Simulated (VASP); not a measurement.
A run of VASP 6.6.1 is set up as follows.

INCAR

```
ALGO = Fast
EDIFF = 1E-6
ENCUT = 520
GGA = PE
ISIF = 2
ISMEAR = 0
LASPH = True
LCHARG = False
LREAL = False
LWAVE = False
NBANDS = 10
NELM = 100
PREC = Accurate
SIGMA = 0.15
```

The input KPOINTS:

```
k-points
0
Gamma
  20 20 12
```

The input POSCAR:

```
Al
1.0
   -1.6175102401      1.6175102401      1.6175102401
    1.6175102401     -1.6175102401      1.6175102401
    3.2350204801      3.2350204801      0.0000000000
Al
2
Direct
   -0.0040634864     -0.0529376983      0.0000000000
    0.5040634864      0.5529376983      0.5000000000
```

Potentials or basis: VASP PAW PBE potentials, release 64 (Al).

Run with:

```console
$ cat potpaw_PBE.64/Al/POTCAR > POTCAR
$ mpirun -np 1 vasp_std > vasp.out
```

What does it give for the band gap on the k mesh?

Zero (band 3 reaches 12.64 eV, above the bottom of band 4 at 3.90 eV).

Predict the pressure.

0.5 GPa.

Estimate the largest force.

0.364 eV/Å.

Forces in eV/Å, atoms in the order of the input:
```
Al  -0.089  0.089  0.342
Al   0.089 -0.089 -0.342
```

Caveat: the cell differs from its parent crystal (mode 1 frozen in at -0.112 Å and mode 5 at -0.092 Å (largest displacements)).
